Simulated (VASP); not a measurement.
# Zn16N (a cell with a defect) in VASP: a series of runs

The runs below take Zn16N (a cell with a defect) through single point, with PBE.

All numbers are computed with VASP 6.6.1; they aren't measurements. Logs are shortened: lines on timing, memory, paths and dates and some standing lists are left out, and cuts for length are marked.

## Step 1: The cell of the first run

The cell holds a defect, 17 atoms: a = 6.805 Å, b = 6.805 Å, c = 6.805 Å, α = 109.47°, β = 109.47°, γ = 109.47°.

## Step 2: Single point, PBE

File INCAR:

```
SYSTEM = Zn16N
PREC     = Accurate       ! precision mode
ENCUT    = 520            ! plane-wave cutoff, eV
EDIFF    = 1E-6           ! SCF threshold, eV
ISMEAR   = 0              ! smearing method
SIGMA    = 0.1            ! smearing width, eV
LREAL    = Auto         
LASPH    = .TRUE.         ! aspherical terms in the spheres
NELM     = 60             ! most SCF steps
ALGO     = Normal         ! electronic algorithm
ISIF     = 2              ! what is computed and relaxed
LWAVE    = .FALSE.        ! write WAVECAR
LCHARG   = .FALSE.        ! write CHGCAR
GGA      = PE             ! functional
NBANDS   = 112            ! bands
```

File KPOINTS:

```
Automatic mesh
0
Gamma
  4 4 4
  0.5 0.5 0.5
```

File POSCAR:

```
Zn16N
1.0
    3.9288069991      3.9288069991      3.9288069991
   -3.9288069991      3.9288069991     -3.9288069991
   -3.9288069991     -3.9288069991      3.9288069991
Zn N
16 1
Direct
   -0.0819972832     -0.0351324206     -0.0351282209
    0.0019902988      0.7470144247      0.2610044220
    0.2500004455      0.7596881192      0.0133212194
    0.0254254027      0.5080674618      0.5080546080
    0.2500009545      0.4861356133      0.2333587525
    0.4980150464      0.5090278042     -0.0049837012
    0.0019866081      0.2610120579      0.7470025890
    0.2500008273      0.2333732607      0.4861499942
    0.5819986832      0.2968670897      0.2968702714
    0.7545402461      0.2582006447     -0.0019477923
    0.2500015909      0.0133227466      0.7596694113
    0.4980104649     -0.0049751744      0.5090139323
    0.7545371917     -0.0019397746      0.2581921179
    0.4745756156      0.7326445409      0.7326297781
    0.7454624268      0.7536624987      0.4935132982
    0.7454656084      0.4935236066      0.7536561355
    0.2500014636      0.0729207365      0.0728839569
```

Potentials or basis: VASP PAW PBE potentials, release 64 (Zn, N).

Launch:

```bash
cat potpaw_PBE.64/Zn/POTCAR potpaw_PBE.64/N/POTCAR > POTCAR
mpirun -np 1 vasp_std > vasp.out
```

OUTCAR:

```text
SYSTEM = Zn16N
   PREC = Accurate
   ENCUT = 520
   EDIFF = 1E-6
   ISMEAR = 0
   LREAL = Auto
   LASPH = .TRUE.
   NELM = 60
   ISIF = 2
   GGA = PE

 ion  position               nearest neighbor table
   1  0.918  0.965  0.965-  17 1.90  14 2.47  13 2.57  10 2.57  16 2.65  15 2.65   2 2.89   7 2.89
                             5 2.93   8 2.93   3 3.01  11 3.01
   2  0.002  0.747  0.261-   4 2.70   8 2.71  10 2.72  15 2.72   3 2.76  12 2.76  13 2.77  11 2.77
                             6 2.80  16 2.82   5 2.83   1 2.89
   3  0.250  0.760  0.013-  17 2.03   5 2.75  12 2.76   2 2.76   6 2.77   7 2.77  16 2.80  13 2.80
                            14 2.81   4 2.81  11 2.82   1 3.01   9 3.01
   4  0.025  0.508  0.508-   9 2.47  14 2.50   2 2.70   7 2.70   8 2.78   5 2.78  11 2.81   3 2.81
                            10 2.84  13 2.84  15 2.92  16 2.92
   5  0.250  0.486  0.233-   7 2.71   6 2.71   3 2.75  10 2.76  15 2.76  14 2.78   4 2.78   8 2.81
                            12 2.83   2 2.83   9 2.93   1 2.93
   6  0.498  0.509  0.995-  14 2.70   5 2.71  16 2.72  13 2.72  11 2.76   7 2.76  15 2.77   3 2.77
                             2 2.80  10 2.82   8 2.83   9 2.89
   7  0.002  0.261  0.747-   4 2.70   5 2.71  13 2.72  16 2.72  11 2.76   6 2.76  10 2.77   3 2.77
                            12 2.80  15 2.82   8 2.83   1 2.89
   8  0.250  0.233  0.486-  12 2.71   2 2.71  11 2.75  13 2.76  16 2.76   4 2.78  14 2.78   5 2.81
                             6 2.83   7 2.83   9 2.93   1 2.93
   9  0.582  0.297  0.297-  17 1.90   4 2.47  16 2.57  15 2.57  13 2.65  10 2.65  12 2.89   6 2.89
                             5 2.93   8 2.93   3 3.01  11 3.01
  10  0.755  0.258  0.998-   1 2.57   9 2.65  16 2.67   2 2.72  12 2.72   5 2.76   7 2.77  11 2.80
                             6 2.82   4 2.84  13 2.89  14 2.92
  11  0.250  0.013  0.760-  17 2.03   8 2.75   7 2.76   6 2.76  12 2.77   2 2.77  10 2.80  15 2.80
                            14 2.81   4 2.81   3 2.82   9 3.01   1 3.01
  12  0.498  0.995  0.509-  14 2.70   8 2.71  15 2.72  10 2.72   3 2.76   2 2.76  16 2.77  11 2.77
                             7 2.80  13 2.82   5 2.83   9 2.89
  13  0.755  0.998  0.258-   1 2.57   9 2.65  15 2.67   7 2.72   6 2.72   8 2.76   2 2.77   3 2.80
                            12 2.82   4 2.84  10 2.89  14 2.92
  14  0.475  0.733  0.733-   1 2.47   4 2.50  12 2.70   6 2.70   8 2.78   5 2.78  11 2.81   3 2.81
                            15 2.84  16 2.84  10 2.92  13 2.92
  15  0.745  0.754  0.494-   9 2.57   1 2.65  13 2.67  12 2.72   2 2.72   5 2.76   6 2.77  11 2.80
                             7 2.82  14 2.84  16 2.89   4 2.92
  16  0.745  0.494  0.754-   9 2.57   1 2.65  10 2.67   6 2.72   7 2.72   8 2.76  12 2.77   3 2.80
                             2 2.82  14 2.84  15 2.89   4 2.92
  17  0.250  0.073  0.073-   9 1.90   1 1.90  11 2.03   3 2.03

  LATTYP: Found a body centered cubic cell.
 ALAT       =     7.8576139982

  Lattice vectors:

 A1 = (   3.9288069991,   3.9288069991,   3.9288069991)
 A2 = (  -3.9288069991,   3.9288069991,  -3.9288069991)
 A3 = (  -3.9288069991,  -3.9288069991,   3.9288069991)

Analysis of symmetry for initial positions (statically):
=====================================================================
 Subroutine PRICEL returns:
 Original cell was already a primitive cell.

 Routine SETGRP: Setting up the symmetry group for a
 body centered cubic supercell.

 Subroutine GETGRP returns: Found  2 space group operations
 (whereof  1 operations were pure point group operations)
 out of a pool of 48 trial point group operations.

The static configuration has the point symmetry C_1 .
 The point group associated with its full space group is C_1h.

Analysis of symmetry for dynamics (positions and initial velocities):
=====================================================================
 Subroutine PRICEL returns:
 Original cell was already a primitive cell.

 Routine SETGRP: Setting up the symmetry group for a
 body centered cubic supercell.

 Subroutine GETGRP returns: Found  2 space group operations
 (whereof  1 operations were pure point group operations)
 out of a pool of 48 trial point group operations.

The dynamic configuration has the point symmetry C_1 .
 The point group associated with its full space group is C_1h.

 Subroutine INISYM returns: Found  2 space group operations
 (whereof  1 operations are pure point group operations),
 and found     1 'primitive' translations

----------------------------------------------------------------------------------------

                                     Primitive cell

  volume of cell :     242.5728

  direct lattice vectors                    reciprocal lattice vectors
     3.928806999  3.928806999  3.928806999     0.000000000  0.127265096  0.127265096
    -3.928806999  3.928806999 -3.928806999    -0.127265096  0.127265096  0.000000000
    -3.928806999 -3.928806999  3.928806999    -0.127265096  0.000000000  0.127265096

  length of vectors
     6.804893336  6.804893336  6.804893336     0.179980025  0.179980025  0.179980025

  position of ions in fractional coordinates (direct lattice)
     0.918002717  0.964867579  0.964871779
     0.001990299  0.747014425  0.261004422
     0.250000445  0.759688119  0.013321219
     0.025425403  0.508067462  0.508054608
     0.250000955  0.486135613  0.233358753
     0.498015046  0.509027804  0.995016299
[... 9 lines left out ...]
     0.745465608  0.493523607  0.753656136
     0.250001464  0.072920737  0.072883957

  ion indices of the primitive-cell ions
   primitive index   ion index
                 1           1
                 2           2
                 3           3
                 4           4
                 5           5
                 6           6
[... 9 lines left out ...]
                16          16
                17          17

----------------------------------------------------------------------------------------

 KPOINTS: Automatic mesh

Automatic generation of k-mesh.
 Grid dimensions read from file:
 generate k-points for:    4    4    4

 Generating k-lattice:

  Cartesian coordinates                     Fractional coordinates (reciprocal lattice)
     0.000000000  0.031816274  0.031816274     0.250000000  0.000000000  0.000000000
    -0.031816274  0.031816274  0.000000000     0.000000000  0.250000000  0.000000000
    -0.031816274  0.000000000  0.031816274     0.000000000  0.000000000  0.250000000

  Length of vectors
     0.044995006  0.044995006  0.044995006

  Shift w.r.t. Gamma in fractional coordinates (k-lattice)
     0.500000000  0.500000000  0.500000000

 Subroutine IBZKPT returns following result:
 ===========================================

 Found     20 irreducible k-points:

 Following reciprocal coordinates:
            Coordinates               Weight
  0.125000  0.125000  0.125000      4.000000
  0.125000  0.125000 -0.375000      2.000000
 -0.125000  0.375000 -0.125000      2.000000
  0.375000  0.125000  0.125000      2.000000
  0.125000  0.375000  0.125000      4.000000
  0.125000  0.125000  0.375000      4.000000
[... 12 lines left out ...]
 -0.375000  0.375000  0.375000      2.000000
  0.375000 -0.375000  0.375000      4.000000
   k-points           NKPTS =     20   k-points in BZ     NKDIM =     20   number of bands    NBANDS=    112
   number of dos      NEDOS =    301   number of ions     NIONS =     17
   total plane-waves  NPLWV = 157464
   dimension x,y,z NGX =    54 NGY =   54 NGZ =   54
   dimension x,y,z NGXF=   108 NGYF=  108 NGZF=  108
   ions per type =              16   1
   NGX,Y,Z   is equivalent  to a cutoff of  13.19, 13.19, 13.19 a.u.
   NGXF,Y,Z  is equivalent  to a cutoff of  26.38, 26.38, 26.38 a.u.
 SYSTEM =  Zn16N
   PREC   = accura    normal or accurate (medium, high low for compatibility)
   ISTART =      0    job   : 0-new  1-cont  2-samecut
   ICHARG =      2    charge: 1-file 2-atom 10-const
   ISPIN  =      1    spin polarized calculation?
   LNONCOLLINEAR =      F non collinear calculations
   LSORBIT =      F    spin-orbit coupling
   LASPH  =      T    aspherical Exc in radial PAW
   ENCUT  =  520.0 eV  38.22 Ry    6.18 a.u.  12.65 12.65 12.65*2*pi/ulx,y,z
   NELM   =     60;   NELMIN=  2; NELMDL= -5     # of ELM steps
   EDIFF  = 0.1E-05   stopping-criterion for ELM
   LREAL  =      T    real-space projection
   EDIFFG = 0.1E-04   stopping-criterion for IOM
   NSW    =      0    number of steps for IOM
   IBRION =     -1    ionic relax: 0-MD 1-quasi-New 2-CG
   NFREE  =      0    steps in history (QN), initial steepest desc. (CG)
   ISIF   =      2    stress and relaxation
   ISYM   =      2    0-nonsym 1-usesym 2-fastsym
   POTIM  = 0.5000    time-step for ionic-motion
   TEBEG  =    0.0;   TEEND  =   0.0 temperature during run
   PSTRESS=    0.0 pullay stress
   NELECT =     197.0000    total number of electrons
   NUPDOWN=      -1.0000    fix difference up-down
   EMIN   =  10.00;   EMAX   =-10.00  energy-range for DOS
   EFERMI =   0.00;   METHOD = LEGACY
   ISMEAR =     0;   SIGMA  =   0.10  broadening in eV -4-tet -1-fermi 0-gaus
   EFERMI_NEDOS =   21; number of points for ismear=-14 and -15
   IALGO  =     38    algorithm
   IMIX   =      4    mixing-type and parameters
     AMIX     =   0.40;   BMIX     =  1.00
     AMIX_MAG =   1.60;   BMIX_MAG =  1.00
  volume/ion in A,a.u.               =      14.27        96.29
  Fermi-wavevector in a.u.,A,eV,Ry     =   1.527389  2.886346 31.741249  2.332916
  Thomas-Fermi vector in A             =   2.635292
   LORBIT       =      0    0 simple, 1 ext, 2 COOP (PROOUT), +10 PAW based schemes
   GGA     = PE    functional components
   LHFCALC =     F    Hartree Fock is set to
   AEXX    =    0.0000 exact exchange contribution
   IVDW    =     0    specifies the selected vdW correction
   LEPSILON=     F    determine dielectric tensor
   LRPA    =     F    only Hartree local field effects (RPA)
 non-spin polarized calculation
 Gauss-broadening in eV      SIGMA  =   0.10
  energy-cutoff  :      520.00
  volume of cell :      242.57
 maximum number of plane-waves:      6564
 NGX is ok and might be reduce to    54
   NGX = 25   NGY = 25   NGZ = 25

 number of electron     197.0000000 magnetization

 Free energy of the ion-electron system (eV)
  ---------------------------------------------------
  ext. energy  EPLUGINS =         0.00000000
  ---------------------------------------------------
  free energy    TOTEN  =       -23.58790503 eV

  energy without entropy =      -23.55959709  energy(sigma->0) =      -23.57375106

 E-fermi :   3.2796     XC(G=0): -11.7298

 val. band max:        3.2150294733   @ k =  -0.3750   0.3750   0.3750
 cond. band min:       3.2921199369   @ k =  -0.3750   0.3750   0.1250
 fundamental gap:      0.0770904635
 Fermi energy:         3.2795937112

 k-point     1 :       0.1250    0.1250    0.1250
  band No.  band energies     occupation
      1     -11.6876      2.00000
      2      -6.4902      2.00000
      3      -5.2402      2.00000
      4      -5.0735      2.00000
      5      -5.0576      2.00000
      6      -4.9971      2.00000
[... 102 lines left out ...]
    109       7.5216      0.00000
    110       7.6195      0.00000
[... 2145 lines left out ...]
    109       6.4163      0.00000
    110       6.7559      0.00000
 [bands above 110 left out]

------------------------ aborting loop because EDIFF is reached ----------------------------------------

  FORCE on cell =-STRESS in cart. coord.  units (eV):
  Direction    XX          YY          ZZ          XY          YZ          ZX
  --------------------------------------------------------------------------------------
  -------------------------------------------------------------------------------------
  Total        4.8064887      8.8556911      8.8556911      0.0008152      1.2063180     -0.0008152
  in kB       31.7465424     58.4912583     58.4912583      0.0053844      7.9676514     -0.0053842
  external PRESSURE =      49.5763530 kB  Pullay stress =       0.0000000 kB

 VOLUME and BASIS-vectors are now :
 -----------------------------------------------------------------------------
  energy-cutoff  :      520.00
  volume of cell :      242.57
      direct lattice vectors                 reciprocal lattice vectors
     3.928806999  3.928806999  3.928806999     0.000000000  0.127265096  0.127265096
    -3.928806999  3.928806999 -3.928806999    -0.127265096  0.127265096  0.000000000
    -3.928806999 -3.928806999  3.928806999    -0.127265096  0.000000000  0.127265096

 POSITION                                       TOTAL-FORCE (eV/Angst)
 -----------------------------------------------------------------------------------
     -3.97492      3.60664      3.60667        -0.152873      0.015664      0.015745
     -3.95249      1.91726     -1.90162        -0.087890     -0.001929     -0.007226
     -2.05480      3.91453     -1.95013         0.131805     -0.069164      0.069164
     -3.89226      0.09994      0.09984         0.038328     -0.031029     -0.031163
     -1.84455      1.97532     -0.01091        -0.103236      0.031402     -0.031402
     -3.95249      0.04725      3.86596        -0.087950      0.001867      0.007219
[... 9 lines left out ...]
     -1.97114      1.90678      3.95080        -0.056554     -0.030012     -0.041362
      0.40937      0.98235      0.98206         0.749631     -0.000087      0.000087
 -----------------------------------------------------------------------------------
    total drift:                                0.000652      0.004141      0.003885

  FREE ENERGIE OF THE ION-ELECTRON SYSTEM (eV)
  ---------------------------------------------------
  free  energy   TOTEN  =       -23.5879050349 eV

  energy  without entropy=      -23.5595970918  energy(sigma->0) =      -23.57375106
```

It took 33 min on 1 thread of Intel Xeon 6975P-C, shared host; peak memory 0.6 GiB.

Results:

| Property | Result |
| --- | --- |
| Free energy | -23.5879 eV |
| Pressure | 5.0 GPa |
| Largest force | 0.750 eV/Å |

Forces on the atoms (eV/Å):
```
Zn  -0.153  0.016  0.016
Zn  -0.088 -0.002 -0.007
Zn   0.132 -0.069  0.069
Zn   0.038 -0.031 -0.031
Zn  -0.103  0.031 -0.031
Zn  -0.088  0.002  0.007
Zn  -0.088 -0.007 -0.002
Zn  -0.103 -0.031  0.031
Zn  -0.153 -0.016 -0.016
Zn  -0.057  0.030  0.041
Zn   0.132  0.069 -0.069
Zn  -0.088  0.007  0.002
Zn  -0.057  0.041  0.030
Zn   0.038  0.031  0.031
Zn  -0.057 -0.041 -0.030
Zn  -0.057 -0.030 -0.041
N    0.750  0.000  0.000
```

Stress tensor (GPa, compression positive):
```
3.17 0.00 0.00
0.00 5.85 0.80
0.00 0.80 5.85
```

Levels at points of the mesh, in eV from the Fermi level:
```tsv
k point	band 96	band 97	band 98	band 99	band 100	band 101	band 102	band 103
(0.12, 0.12, 0.12)	-1.77	-1.03	-0.18	-0.12	0.93	0.98	1.45	2.30
```

(Part 1 of 2 ends here.)
